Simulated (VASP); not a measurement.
Runs of VASP 6.6.1 on Sb. The structure is that of space group R-3m (No. 166), or close to it. The cells are those of the table. 

| cell | gap on the mesh (eV) | pressure (GPa) | largest force (eV/Å) |
| --- | --- | --- | --- |
| a = 4.383 Å, angles 57.1°, 2 atoms | none | 6.2 | 0.65 |
| a = 4.566 Å, angles 57.1°, 2 atoms | none | (b) | 0.06 |
| a = 4.507 Å, angles 57.1°, 2 atoms | none | 0.2 | 0.14 |
| a = 4.624 Å, angles 57.1°, 2 atoms | none | -3.6 | 0.23 |
| a = 4.446 Å, angles 57.1°, 2 atoms | none | (a) | 0.38 |

Alike in all rows: task single point; level PBEsol; potentials or basis VASP PAW PBE potentials, release 64 (Sb); no spin polarisation; k mesh 8 × 8 × 8; cutoff (eV) 520; smearing methfessel-paxton 0.1 eV.

Problem. Fill in the values left out.

Solution. (a) 2.8; (b) -1.9.

Caveats: the PAW data sets were made with another functional, which shifts forces and pressure a little; spin-orbit coupling is left out, which moves the levels of the heavy elements; the cell stands under pressure (at least some runs); the cell stands under tension (at least some runs).

A k mesh can miss the band edges, and the runs leave out spin-orbit coupling on Sb.

A gap of «none» marks levels without a gap at the run's occupations.
